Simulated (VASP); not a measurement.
# MgCd5Se6 (P-3m1) in VASP: notebook

Runs on MgCd5Se6. Level: PBE. Tasks: single point, relaxation of cell and atoms.

All numbers are computed with VASP 6.6.1; they aren't measurements. Logs are shortened: lines on timing, memory, paths and dates and some standing lists are left out, and cuts for length are marked.

## Step 1: The cell of the first run

It takes space group P-3m1 (No. 164, trigonal). The conventional cell has a = 4.032 Å, b = 4.032 Å, c = 19.777 Å, α = 90.00°, β = 90.00°, γ = 120.00°. Within 3.7 Å of Mg (site symmetry -3m) lie 6 Se at 2.79 Å. Within 3.8 Å of Cd (site symmetry 3m) lie 6 Se at 2.86 to 2.87 Å. Within 3.8 Å of Cd (site symmetry 3m) lie 6 Se at 2.86 Å. Within 3.8 Å of Cd (site symmetry -3m) lie 6 Se at 2.86 Å. Se (site symmetry 3m) has 3 Mg at 2.79 Å and 3 Cd at 2.87 Å within 3.7 Å. Within 3.8 Å of Se (site symmetry 3m) lie 6 Cd at 2.86 Å. Within 3.8 Å of Se (site symmetry 3m) lie 6 Cd at 2.86 Å.

## Step 2: Single point, PBE

The input, INCAR:

```
ALGO = Normal
EDIFF = 1E-6
ENCUT = 520
GGA = PE
ISIF = 2
ISMEAR = 0
LASPH = T
LCHARG = F
LREAL = F
LWAVE = F
NBANDS = 61
NELM = 100
PREC = Accurate
SIGMA = 0.1
```

The input, KPOINTS:

```
k-points
0
Gamma
  6 6 1
```

The input, POSCAR:

```
MgCd5Se6
1.0
    4.0319983495     -0.0000000028      0.0000000000
   -2.0159991723      3.4918130000      0.0000000000
    0.0000000000      0.0000000000     19.7770819374
Mg Cd Se
1 5 6
Direct
    0.0000000000      0.0000000000      0.0000000000
    0.3333333333      0.6666666667      0.8371729967
    0.6666666667      0.3333333333      0.6687138348
    0.0000000000      0.0000000000      0.5000000000
    0.3333333333      0.6666666667      0.3312861652
    0.6666666667      0.3333333333      0.1628270033
    0.6666666667      0.3333333333      0.9221432446
    0.0000000000      0.0000000000      0.7529800673
    0.3333333333      0.6666666667      0.5843083523
    0.6666666667      0.3333333333      0.4156916477
    0.0000000000      0.0000000000      0.2470199327
    0.3333333333      0.6666666667      0.0778567554
```

Potentials or basis: VASP PAW PBE potentials, release 64 (Mg, Cd, Se).

On the command line:

```
cat potpaw_PBE.64/Mg/POTCAR potpaw_PBE.64/Cd/POTCAR potpaw_PBE.64/Se/POTCAR > POTCAR
mpirun -np 1 vasp_std > vasp.out
```

OUTCAR:

```text
EDIFF = 1E-6
   ENCUT = 520
   GGA = PE
   ISIF = 2
   ISMEAR = 0
   LASPH = T
   LREAL = F
   NELM = 100
   PREC = Accurate

 ion  position               nearest neighbor table
   1  0.000  0.000  0.000-   7 2.79  12 2.79  12 2.79   7 2.79   7 2.79  12 2.79
   2  0.333  0.667  0.837-   8 2.86   8 2.86   8 2.86   7 2.87   7 2.87   7 2.87
   3  0.667  0.333  0.669-   8 2.86   8 2.86   8 2.86   9 2.86   9 2.86   9 2.86
   4  0.000  0.000  0.500-   9 2.86  10 2.86   9 2.86  10 2.86  10 2.86   9 2.86
   5  0.333  0.667  0.331-  11 2.86  11 2.86  11 2.86  10 2.86  10 2.86  10 2.86
   6  0.667  0.333  0.163-  11 2.86  11 2.86  11 2.86  12 2.87  12 2.87  12 2.87
   7  0.667  0.333  0.922-   1 2.79   1 2.79   1 2.79   2 2.87   2 2.87   2 2.87
   8  0.000  0.000  0.753-   2 2.86   2 2.86   2 2.86   3 2.86   3 2.86   3 2.86
   9  0.333  0.667  0.584-   4 2.86   4 2.86   4 2.86   3 2.86   3 2.86   3 2.86
  10  0.667  0.333  0.416-   4 2.86   4 2.86   4 2.86   5 2.86   5 2.86   5 2.86
  11  0.000  0.000  0.247-   6 2.86   6 2.86   6 2.86   5 2.86   5 2.86   5 2.86
  12  0.333  0.667  0.078-   1 2.79   1 2.79   1 2.79   6 2.87   6 2.87   6 2.87

  LATTYP: Found a hexagonal cell.
 ALAT       =     4.0319983495
 C/A-ratio  =     4.9050322503

  Lattice vectors:

 A1 = (   4.0319983495,  -0.0000000028,   0.0000000000)
 A2 = (  -2.0159991723,   3.4918130000,   0.0000000000)
 A3 = (   0.0000000000,   0.0000000000,  19.7770819374)

Analysis of symmetry for initial positions (statically):
=====================================================================
 Subroutine PRICEL returns:
 Original cell was already a primitive cell.

 Routine SETGRP: Setting up the symmetry group for a
 hexagonal supercell.

 Subroutine GETGRP returns: Found 12 space group operations
 (whereof 12 operations were pure point group operations)
 out of a pool of 24 trial point group operations.

The static configuration has the point symmetry D_3d.

Analysis of symmetry for dynamics (positions and initial velocities):
=====================================================================
 Subroutine PRICEL returns:
 Original cell was already a primitive cell.

 Routine SETGRP: Setting up the symmetry group for a
 hexagonal supercell.

 Subroutine GETGRP returns: Found 12 space group operations
 (whereof 12 operations were pure point group operations)
 out of a pool of 24 trial point group operations.

The dynamic configuration has the point symmetry D_3d.

 Subroutine INISYM returns: Found 12 space group operations
[... 111 lines left out ...]
   NUPDOWN=      -1.0000    fix difference up-down
   EMIN   =  10.00;   EMAX   =-10.00  energy-range for DOS
   EFERMI =   0.00;   METHOD = LEGACY
   ISMEAR =     0;   SIGMA  =   0.10  broadening in eV -4-tet -1-fermi 0-gaus
   EFERMI_NEDOS =   21; number of points for ismear=-14 and -15
   IALGO  =     38    algorithm
   IMIX   =      4    mixing-type and parameters
     AMIX     =   0.40;   BMIX     =  1.00
     AMIX_MAG =   1.60;   BMIX_MAG =  1.00
  volume/ion in A,a.u.               =      23.20       156.58
  Fermi-wavevector in a.u.,A,eV,Ry     =   1.155861  2.184261 18.177588  1.336015
  Thomas-Fermi vector in A             =   2.292486
   LORBIT       =      0    0 simple, 1 ext, 2 COOP (PROOUT), +10 PAW based schemes
   GGA     = PE    functional components
   LHFCALC =     F    Hartree Fock is set to
   AEXX    =    0.0000 exact exchange contribution
   IVDW    =     0    specifies the selected vdW correction
   LEPSILON=     F    determine dielectric tensor
   LRPA    =     F    only Hartree local field effects (RPA)
 non-spin polarized calculation
 Gauss-broadening in eV      SIGMA  =   0.10
  energy-cutoff  :      520.00
  volume of cell :      278.44
 maximum number of plane-waves:      7551
 NGX is ok and might be reduce to    30
   NGX = 15   NGY = 15   NGZ = 73

 number of electron      98.0000025 magnetization

 Free energy of the ion-electron system (eV)
  ---------------------------------------------------
  ext. energy  EPLUGINS =         0.00000000
  ---------------------------------------------------
  free energy    TOTEN  =       -33.41605121 eV

  energy without entropy =      -33.39705118  energy(sigma->0) =      -33.40655119

 E-fermi :   2.4282     XC(G=0):  -9.9175

 val. band max:        2.3711591803   @ k =   0.0000   0.0000   0.0000
 cond. band min:       2.8031984227   @ k =   0.0000   0.0000   0.0000
 fundamental gap:      0.4320392424
 Fermi energy:         2.4282080388

 k-point     1 :       0.0000    0.0000    0.0000
  band No.  band energies     occupation
      1     -10.4968      2.00000
      2     -10.3017      2.00000
      3     -10.2898      2.00000
      4      -9.8636      2.00000
      5      -9.8180      2.00000
      6      -9.5397      2.00000
[... 437 lines left out ...]
     60       8.6687      0.00000
     61       8.8096      0.00000

------------------------ aborting loop because EDIFF is reached ----------------------------------------

  FORCE on cell =-STRESS in cart. coord.  units (eV):
  Direction    XX          YY          ZZ          XY          YZ          ZX
  --------------------------------------------------------------------------------------
  -------------------------------------------------------------------------------------
  Total        0.3622429      0.3622429      0.3531988      0.0000000      0.0000000      0.0000000
  in kB        2.0843799      2.0843799      2.0323397      0.0000000      0.0000000      0.0000000
  external PRESSURE =       2.0670332 kB  Pullay stress =       0.0000000 kB

 VOLUME and BASIS-vectors are now :
 -----------------------------------------------------------------------------
  energy-cutoff  :      520.00
  volume of cell :      278.44
      direct lattice vectors                 reciprocal lattice vectors
     4.031998350 -0.000000003  0.000000000     0.248015975  0.143192089  0.000000000
    -2.015999172  3.491813000  0.000000000     0.000000000  0.286384179  0.000000000
     0.000000000  0.000000000 19.777081937     0.000000000  0.000000000  0.050563577

 POSITION                                       TOTAL-FORCE (eV/Angst)
 -----------------------------------------------------------------------------------
      0.00000      0.00000      0.00000         0.000000      0.000000      0.000000
      0.00000      2.32788     16.55684         0.000000     -0.000000     -0.001453
      2.01600      1.16394     13.22521         0.000000      0.000000     -0.000884
      0.00000      0.00000      9.88854         0.000000      0.000000      0.000000
      0.00000      2.32788      6.55187        -0.000000      0.000000      0.000884
      2.01600      1.16394      3.22024         0.000000     -0.000000      0.001453
      2.01600      1.16394     18.23730        -0.000000     -0.000000      0.039257
      0.00000      0.00000     14.89175        -0.000000      0.000000      0.003501
      0.00000      2.32788     11.55591         0.000000     -0.000000      0.001994
      2.01600      1.16394      8.22117         0.000000      0.000000     -0.001994
      0.00000      0.00000      4.88533         0.000000      0.000000     -0.003501
      0.00000      2.32788      1.53978        -0.000000      0.000000     -0.039257
 -----------------------------------------------------------------------------------
    total drift:                                0.000000      0.000000      0.000000

  FREE ENERGIE OF THE ION-ELECTRON SYSTEM (eV)
  ---------------------------------------------------
  free  energy   TOTEN  =       -33.4160512064 eV

  energy  without entropy=      -33.3970511795  energy(sigma->0) =      -33.40655119
```

stdout:

```text
POSCAR found type information on POSCAR MgCdSe
 POSCAR found :  3 types and      12 ions
 scaLAPACK will be used
 LDA part: xc-table for (Slater+PW92), standard interpolation
 POSCAR, INCAR and KPOINTS ok, starting setup
 FFT: planning ... GRIDC
 FFT: planning ... GRID_SOFT
 FFT: planning ... GRID
 WAVECAR not read
 entering main loop
```

Run time: 4.8 min. Hardware: 1 thread of Intel Xeon 8259CL, shared host; peak memory 0.41 GiB.

What came out:

* Free energy: -33.4161 eV
* Pressure: 0.2 GPa
* Largest force: 0.039 eV/Å
* Band gap on the k mesh: zero (bands 49 and 50 overlap by 0.08 eV)

Forces on the atoms (eV/Å):
```
Mg   0.000  0.000  0.000
Cd   0.000  0.000 -0.001
Cd   0.000  0.000 -0.001
Cd   0.000  0.000  0.000
Cd   0.000  0.000  0.001
Cd   0.000  0.000  0.001
Se   0.000  0.000  0.039
Se   0.000  0.000  0.004
Se   0.000  0.000  0.002
Se   0.000  0.000 -0.002
Se   0.000  0.000 -0.004
Se   0.000  0.000 -0.039
```

Caveat: semilocal functionals underestimate gaps, so a narrow gap can read as zero.

## Step 3: Single point, PBE

This run uses another cell than the first one, of 25.54 Å³/atom.

The input, INCAR:

```
  PREC = Accurate
  ENCUT = 520
  EDIFF = 1E-6
  ISMEAR = 0
  SIGMA = 0.1
  LREAL = False
  LASPH = True
  NELM = 60
  ALGO = Normal
  ISIF = 2
  LWAVE = False
  LCHARG = False
  GGA = PE
  NBANDS = 61
```

The input, KPOINTS:

```
Automatic mesh
0
Gamma
  6 6 1
```

The input, POSCAR:

```
MgCd5Se6
1.0
    4.1649741300      0.0000000000      0.0000000000
   -2.0824870600      3.6069734000      0.0000000000
    0.0000000000      0.0000000000     20.4041228100
Mg Cd Se
1 5 6
Direct
    0.0000000000      0.0000000000      0.0000000000
    0.3333333300      0.6666666700      0.8333333300
    0.6666666700      0.3333333300      0.6666666700
    0.0000000000      0.0000000000      0.5000000000
    0.3333333300      0.6666666700      0.3333333300
    0.6666666700      0.3333333300      0.1666666700
    0.6666666700      0.3333333300      0.9166666700
    0.0000000000      0.0000000000      0.7500000000
    0.3333333300      0.6666666700      0.5833333300
    0.6666666700      0.3333333300      0.4166666700
    0.0000000000      0.0000000000      0.2500000000
    0.3333333300      0.6666666700      0.0833333300
```

Potentials or basis: VASP PAW PBE potentials, release 64 (Mg, Cd, Se).

On the command line:

```
cat potpaw_PBE.64/Mg/POTCAR potpaw_PBE.64/Cd/POTCAR potpaw_PBE.64/Se/POTCAR > POTCAR
mpirun -np 1 vasp_std > vasp.out
```

OUTCAR:

```text
PREC = Accurate
   ENCUT = 520
   EDIFF = 1E-6
   ISMEAR = 0
   LREAL = False
   LASPH = True
   NELM = 60
   ISIF = 2
   GGA = PE

 ion  position               nearest neighbor table
   1  0.000  0.000  0.000-   7 2.95  12 2.95  12 2.95   7 2.95   7 2.95  12 2.95
   2  0.333  0.667  0.833-   8 2.95   8 2.95   8 2.95   7 2.95   7 2.95   7 2.95
   3  0.667  0.333  0.667-   8 2.95   8 2.95   8 2.95   9 2.95   9 2.95   9 2.95
   4  0.000  0.000  0.500-   9 2.95  10 2.95   9 2.95  10 2.95  10 2.95   9 2.95
   5  0.333  0.667  0.333-  11 2.95  11 2.95  11 2.95  10 2.95  10 2.95  10 2.95
[... 660 lines left out ...]
 VOLUME and BASIS-vectors are now :
 -----------------------------------------------------------------------------
  energy-cutoff  :      520.00
  volume of cell :      306.53
      direct lattice vectors                 reciprocal lattice vectors
     4.164974130  0.000000000  0.000000000     0.240097530  0.138620373  0.000000000
    -2.082487060  3.606973400  0.000000000     0.000000000  0.277240747  0.000000000
     0.000000000  0.000000000 20.404122810     0.000000000  0.000000000  0.049009703

 POSITION                                       TOTAL-FORCE (eV/Angst)
 -----------------------------------------------------------------------------------
      0.00000      0.00000      0.00000        -0.000000      0.000000     -0.000000
     -0.00000      2.40465     17.00344         0.000000     -0.000000      0.029481
      2.08249      1.20232     13.60275         0.000000     -0.000000      0.005269
      0.00000      0.00000     10.20206        -0.000000      0.000000     -0.000000
     -0.00000      2.40465      6.80137        -0.000000      0.000000     -0.005269
      2.08249      1.20232      3.40069        -0.000000      0.000000     -0.029481
      2.08249      1.20232     18.70378         0.000000     -0.000000      0.345667
      0.00000      0.00000     15.30309        -0.000000     -0.000000      0.008520
     -0.00000      2.40465     11.90240        -0.000000      0.000000     -0.002204
      2.08249      1.20232      8.50172         0.000000     -0.000000      0.002204
      0.00000      0.00000      5.10103        -0.000000      0.000000     -0.008520
     -0.00000      2.40465      1.70034        -0.000000      0.000000     -0.345667
 -----------------------------------------------------------------------------------
    total drift:                                0.000000      0.000000     -0.000000

  FREE ENERGIE OF THE ION-ELECTRON SYSTEM (eV)
  ---------------------------------------------------
  free  energy   TOTEN  =       -32.9603924436 eV

  energy  without entropy=      -32.9375024633  energy(sigma->0) =      -32.94894745
```

OSZICAR:

```text
N       E                     dE             d eps       ncg     rms          rms(c)
DAV:   1     0.662177173710E+03    0.66218E+03   -0.45572E+04   862   0.145E+03
DAV:   2     0.124508344355E+02   -0.64973E+03   -0.62518E+03   961   0.341E+02
DAV:   3    -0.349818853005E+02   -0.47433E+02   -0.46710E+02   975   0.873E+01
DAV:   4    -0.356911541353E+02   -0.70927E+00   -0.70681E+00   956   0.973E+00
DAV:   5    -0.356983663456E+02   -0.72122E-02   -0.72095E-02   991   0.889E-01    0.106E+01
DAV:   6    -0.330898525502E+02    0.26085E+01   -0.54564E+00   967   0.123E+01    0.913E+00
DAV:   7    -0.329727595188E+02    0.11709E+00   -0.13571E+00   983   0.382E+00    0.477E+00
DAV:   8    -0.329644502318E+02    0.83093E-02   -0.99009E-02   988   0.221E+00    0.601E-01
DAV:   9    -0.329602781599E+02    0.41721E-02   -0.19254E-02  1004   0.150E+00    0.208E-01
DAV:  10    -0.329601579397E+02    0.12022E-03   -0.54855E-03  1012   0.696E-01    0.111E-01
DAV:  11    -0.329603483429E+02   -0.19040E-03   -0.13850E-03  1004   0.192E-01    0.666E-02
DAV:  12    -0.329604083952E+02   -0.60052E-04   -0.26897E-04  1004   0.127E-01    0.398E-02
DAV:  13    -0.329603967890E+02    0.11606E-04   -0.11089E-04   951   0.654E-02    0.103E-02
DAV:  14    -0.329603931484E+02    0.36407E-05   -0.12007E-05   975   0.154E-02    0.428E-03
DAV:  15    -0.329603924436E+02    0.70473E-06   -0.20278E-06   643   0.651E-03
   1 F= -.32960392E+02 E0= -.32948947E+02  d E =-.228900E-01
```

stdout:

```text
POSCAR found type information on POSCAR MgCdSe
 POSCAR found :  3 types and      12 ions
 scaLAPACK will be used
 LDA part: xc-table for (Slater+PW92), standard interpolation
 POSCAR, INCAR and KPOINTS ok, starting setup
 FFT: planning ... GRIDC
 FFT: planning ... GRID_SOFT
 FFT: planning ... GRID
 WAVECAR not read
 entering main loop
```

Run time: 5.4 min. Hardware: 1 thread of Intel Xeon 8259CL, shared host; peak memory 0.47 GiB.

Results:

```yaml
Free_energy: -32.9604 eV
Pressure: -4.4 GPa
Largest_force: 0.346 eV/Å
Band_gap_on_the_k_mesh: zero (bands 49 and 50 overlap by 0.05 eV)
```

Forces on the atoms (eV/Å):
```
Mg   0.000  0.000  0.000
Cd   0.000  0.000  0.029
Cd   0.000  0.000  0.005
Cd   0.000  0.000  0.000
Cd   0.000  0.000 -0.005
Cd   0.000  0.000 -0.029
Se   0.000  0.000  0.346
Se   0.000  0.000  0.009
Se   0.000  0.000 -0.002
Se   0.000  0.000  0.002
Se   0.000  0.000 -0.009
Se   0.000  0.000 -0.346
```

Levels at points of the mesh, in eV from the Fermi level:
| k point | band 46 | band 47 | band 48 | band 49 | band 50 | band 51 | band 52 | band 53 |
| --- | --- | --- | --- | --- | --- | --- | --- | --- |
| (0.00, 0.00, 0.00) | -0.14 | -0.14 | -0.08 | -0.08 | 0.03 | 1.76 | 1.92 | 2.98 |
| (0.50, 0.00, 0.00) | -0.73 | -0.56 | -0.21 | -0.12 | -0.12 | 0.97 | 1.29 | 2.95 |

Caveat: the cell stands under tension; semilocal functionals underestimate gaps, so a narrow gap can read as zero.

(Part 1 of 2 ends here.)
